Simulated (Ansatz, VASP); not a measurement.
**Two plane-wave programs on Au**

Contents of INCAR:

```
ALGO = Fast
EDIFF = 1E-6
ENCUT = 520
GGA = PS
ISIF = 2
ISMEAR = 0
LASPH = T
LCHARG = T
LELF = T
LREAL = F
LVHAR = T
LWAVE = F
NBANDS = 30
NELM = 60
PREC = Accurate
SIGMA = 0.15
```

The input KPOINTS:

```
k-points
0
Gamma
  17 17 5
```

File POSCAR:

```
Au
1.0
   -1.6572690000      1.6572690000     -1.6572690000
   -1.6572690000     -1.6572690000      1.6572690000
    0.0000000000      6.4169439656      6.4169439656
Au
4
Direct
    0.0000000000      0.0000000000      0.9039258456
    0.5000000000      0.5000000000      0.1291322637
    0.0000000000      0.0000000000      0.3873967910
    0.5000000000      0.5000000000      0.6456613183
```

Input for Ansatz:

```yaml
crystal:
  lattice:
    - [-1.657269, 1.657269, -1.657269]
    - [-1.657269, -1.657269, 1.657269]
    - [0.0, 6.4169439656, 6.4169439656]
  atoms:
    - { symbol: Au, position: [0.0, 0.0, 0.9039258456] }
    - { symbol: Au, position: [0.5, 0.5, 0.1291322637] }
    - { symbol: Au, position: [0.0, 0.0, 0.387396791] }
    - { symbol: Au, position: [0.5, 0.5, 0.6456613183] }
basis:
  ecutwfc: 420
kpoints:
  mp_grid: { grid: [17, 17, 5] }
hamiltonian:
  xc: pbesol
scf:
  occupations: { method: gaussian, width: 0.15 }
output:
  forces: true
  stress: true
  eigenvalues: true
```

Alike in both runs: task single point; functional PBEsol; k mesh 17 × 17 × 5; occupations gaussian, width 0.15 eV; no spin polarisation.

|  | VASP | Ansatz |
| --- | --- | --- |
| version | VASP 6.6.1 | Ansatz 0.2.0 |
| potentials or method | VASP PAW PBE potentials, release 64 (Au), cutoff 520 eV | scalar-relativistic, plane waves, PAW |
| valence electrons in the cell | 44 | 76 |

VASP gave:

```
gap on the k mesh at the Fermi level (eV)                     : none
pressure (GPa)                                                : -3.2
traceless stress, the component that is largest in VASP (GPa) : 2.50
rms of the force components (eV/Å)                            : 0.683
```

**Question.** Which values does Ansatz return?

**Answer.** gap on the k mesh at the Fermi level (eV): none; pressure (GPa): -3.0; traceless stress, the component that is largest in VASP (GPa): 2.51; rms of the force components (eV/Å): 0.687.

VASP's potentials were made for PBE, not for PBEsol. Atom by atom the forces differ by 0.003 eV/Å (rms over components). A gap of «none» marks a metal or a gap that the smearing closes. With one functional, cell and mesh, what is left measures potentials, basis and numerics. VASP's potentials hold 44 valence electrons a cell and Ansatz's 76, so a difference there can come from the potentials and not from the codes.

Spin-orbit coupling is off throughout.
